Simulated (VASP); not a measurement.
Runs of VASP 6.6.1 on Ru. The structure is that of space group Fd-3m (No. 227), or close to it. The cells are those of the table. This isn't the form of Ru at room conditions, which is hcp.

| level | spin | cell | k mesh | cutoff (eV) | smearing | grid for exact exchange (PRECFOCK) | share of exact exchange | screening parameter | gap on the mesh (eV) | pressure (GPa) | moment (μB) |
| --- | --- | --- | --- | --- | --- | --- | --- | --- | --- | --- | --- |
| PBE | collinear, ferromagnetic start | a = 3.696 Å, angles 60.0°, 2 atoms | 16 × 16 × 16 | 520 | fermi-dirac 0.05 eV | - | - | - | none | 28.9 | 0.00 |
| PBE | collinear, ferromagnetic start | a = 3.751 Å, angles 60.0°, 2 atoms | 16 × 16 × 16 | 520 | fermi-dirac 0.05 eV | - | - | - | none | (a) | 0.00 |
| HSE06 | off | a = 3.858 Å, angles 60.0°, 2 atoms | 5 × 5 × 5 | 520 | fermi-dirac 0.1 eV | Normal | 0.25 | 0.2079 1/Å | none | -6.2 | - |
| PBE | non-collinear, zero start, SOC | a = 3.858 Å, angles 60.0°, 2 atoms | 10 × 10 × 10 | 500 | fermi-dirac 0.1 eV | - | - | - | - | 0.4 | 0.00 |

Alike in all rows: task single point; potentials or basis VASP PAW PBE potentials, release 64 (Ru_pv).

Q: Fill in the values left out.

A: (a) 17.1.

Caveats: some runs use coarse meshes; the cell stands under pressure (at least some runs); an empty level that is flat over the whole mesh can mark a ghost state of the potentials, or a narrow d or f band (at least some runs); the PAW data sets were made with another functional, which shifts forces and pressure a little (at least some runs).

A k mesh can miss the band edges, and rows without SOC leave out spin-orbit coupling on Ru.

A gap of «none» marks levels without a gap at the run's occupations.
